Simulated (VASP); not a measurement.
Wanted: the native input for a VASP 6.6.1 run.

```yaml
Task: single point
Functional: r2SCAN
Potentials_or_basis: VASP PAW PBE potentials, release 64 (Cd_sv_GW, O)
Cutoff: 770 eV
k_mesh: 8 × 8 × 8
Occupations: fermi-dirac, width 0.02 eV
Spin: no spin polarisation
Dipole_correction: no
Further_INCAR_settings: ALGO = Normal; EDIFF = 1e-06; NBANDS = 20
```

CdO:

```xyz
2
Lattice="0.0000 2.3763 2.3763 2.3763 0.0000 2.3763 2.3763 2.3763 0.0000" Properties=species:S:1:pos:R:3 pbc="T T T"
Cd    0.0000    0.0000    0.0000
O     2.3763    2.3763    2.3763
```

The input as run:

POSCAR

```
CdO
1.0
    0.0000000000      2.3763026247      2.3763026247
    2.3763026247      0.0000000000      2.3763026247
    2.3763026247      2.3763026247      0.0000000000
Cd O
1 1
Direct
    0.0000000000      0.0000000000      0.0000000000
    0.5000000000      0.5000000000      0.5000000000
```

INCAR.step1

```
PREC = Accurate ; ENCUT = 770
ISMEAR = -1 ; SIGMA = 0.02
LREAL = False ; LASPH = True
NELM = 120 ; NBANDS = 20
GGA = PE ; ALGO = Normal
EDIFF = 1E-5 ; LWAVE = True
LCHARG = False ; GGA_COMPAT = False
```

INCAR.step2

```
PREC = Accurate ; ENCUT = 770
EDIFF = 1E-6 ; ISMEAR = -1
SIGMA = 0.02 ; LREAL = False
LASPH = True ; NELM = 120
ALGO = Normal ; ISIF = 2
LWAVE = False ; LCHARG = False
METAGGA = R2SCAN ; LMIXTAU = True
NBANDS = 20 ; ISTART = 1
GGA_COMPAT = False
```

KPOINTS

```
regular mesh
0
Gamma
  8 8 8
```

Potentials or basis: VASP PAW PBE potentials, release 64 (Cd_sv_GW, O).

Launch:

```bash
$ cat potpaw_PBE.64/Cd_sv_GW/POTCAR potpaw_PBE.64/O/POTCAR > POTCAR
$ cp INCAR.step1 INCAR
$ mpirun -np 1 vasp_std > vasp.out
$ cp INCAR.step2 INCAR
$ mpirun -np 1 vasp_std > vasp.out
```

It gave:

* Pressure: -4.4 GPa
* Band gap on the k mesh: 0.04 eV (least direct gap 1.28 eV)

Caveat: the cell stands under tension; the smearing spreads over this small gap; semilocal functionals underestimate gaps, and a narrow one can read as zero; the PAW data sets were made with another functional, which shifts forces and pressure a little.

Wall time 2.2 min on 1 thread of Intel(R) Xeon(R) Platinum 8375C CPU @ 2.90GHz (Ice Lake), on a shared host, peak memory 0.2 GiB.
